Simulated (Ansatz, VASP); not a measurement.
CdTe: VASP beside Ansatz

File INCAR:

```
SYSTEM = CdTe
PREC     = Accurate       ! precision mode
ENCUT    = 500            ! plane-wave cutoff, eV
EDIFF    = 1E-6           ! SCF threshold, eV
ISMEAR   = 0              ! smearing method
SIGMA    = 0.05           ! smearing width, eV
LREAL    = .FALSE.        ! projectors in reciprocal space
LASPH    = .TRUE.         ! aspherical terms in the spheres
NELM     = 120            ! most SCF steps
ALGO     = Normal         ! electronic algorithm
ISIF     = 2              ! what is computed and relaxed
LWAVE    = .FALSE.        ! write WAVECAR
LCHARG   = .TRUE.         ! write CHGCAR
GGA      = PS             ! functional
LELF     = .TRUE.         ! ELF
LVHAR    = .TRUE.       
NBANDS   = 16             ! bands
GGA_COMPAT= .FALSE.
```

Contents of KPOINTS:

```
regular mesh
0
G
  4 4 4
  0 0 0
```

File POSCAR:

```
CdTe
1.0
    0.0000000000      3.2458162717      3.2458162717
    3.2458162717      0.0000000000      3.2458162717
    3.2458162717      3.2458162717      0.0000000000
Cd Te
1 1
Direct
    0.0000000000      0.0000000000      0.0000000000
    0.2500000000      0.2500000000      0.2500000000
```

Input for Ansatz:

```yaml
crystal:
  lattice:
    - [0.0, 3.2458162717, 3.2458162717]
    - [3.2458162717, 0.0, 3.2458162717]
    - [3.2458162717, 3.2458162717, 0.0]
  atoms:
    - { symbol: Cd, position: [0.0, 0.0, 0.0] }
    - { symbol: Te, position: [0.25, 0.25, 0.25] }
basis:
  ecutwfc: 420
kpoints:
  mp_grid: { grid: [4, 4, 4] }
hamiltonian:
  xc: pbesol
scf:
  occupations: { method: gaussian, width: 0.05 }
output:
  forces: true
  stress: true
  eigenvalues: true
```

Alike in both runs: task single point; functional PBEsol; k mesh 4 × 4 × 4; occupations gaussian, width 0.05 eV; no spin polarisation.

|  | VASP | Ansatz |
| --- | --- | --- |
| version | VASP 6.6.1 | Ansatz 0.2.0 |
| potentials or method | VASP PAW PBE potentials, release 64 (Cd, Te), cutoff 500 eV | scalar-relativistic, plane waves, PAW |
| valence electrons in the cell | 18 | 36 |

```csv
,VASP,Ansatz,Ansatz less VASP
gap on the k mesh at the Fermi level (eV),0.63,0.63,-0.002
least direct gap on the mesh (eV),0.63,0.63,-0.002
pressure (GPa),0.4,0.2,-0.17
```

VASP's potentials were made for PBE, not for PBEsol. With one functional, cell and mesh, what is left measures potentials, basis and numerics. VASP's potentials hold 18 valence electrons a cell and Ansatz's 36, so a difference there can come from the potentials and not from the codes.

Spin-orbit coupling is off throughout.
